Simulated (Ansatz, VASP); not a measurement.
One calculation of BaCaHfZrO6, two programs

```
Ba Ca Zr Hf O
1.0
     0.00000    4.18406    4.18406
     4.18406    0.00000    4.18406
     4.18406    4.18406    0.00000
Ba Ca Zr Hf O
1 1 1 1 6
Direct
  0.25000 0.25000 0.25000
  0.75000 0.75000 0.75000
  0.50000 0.50000 0.50000
  0.00000 0.00000 0.00000
  0.75182 0.24818 0.24818
  0.24818 0.75182 0.75182
  0.75182 0.75182 0.24818
  0.24818 0.24818 0.75182
  0.24818 0.75182 0.24818
  0.75182 0.24818 0.75182
```

Alike in both runs: task single point; functional PBE; k mesh 6 × 6 × 6; occupations gaussian, width 0.05 eV; no spin polarisation.

|  | VASP | Ansatz |
| --- | --- | --- |
| version | VASP 6.6.1 | Ansatz 0.2.0 |
| potentials or method | VASP PAW PBE potentials, release 64 (Ba_sv, Ca_sv, Zr_sv, Hf_pv, O), cutoff 520 eV | scalar-relativistic, plane waves, PAW |
| valence electrons in the cell | 78 | 94 |

|  | VASP | Ansatz | Ansatz less VASP |
| --- | --- | --- | --- |
| gap on the k mesh at the Fermi level (eV) | 3.35 | 3.40 | +0.042 |
| pressure (GPa) | -1.4 | -1.2 | +0.18 |
| rms of the force components (eV/Å) | 0.098 | 0.172 | +0.0740 |

Atom by atom the forces differ by 0.074 eV/Å (rms over components). The functional is the same, so the differences come from potentials, cutoffs and numerics. VASP's potentials hold 78 valence electrons a cell and Ansatz's 94, so a difference there can come from the potentials and not from the codes.

Spin-orbit coupling is off throughout.
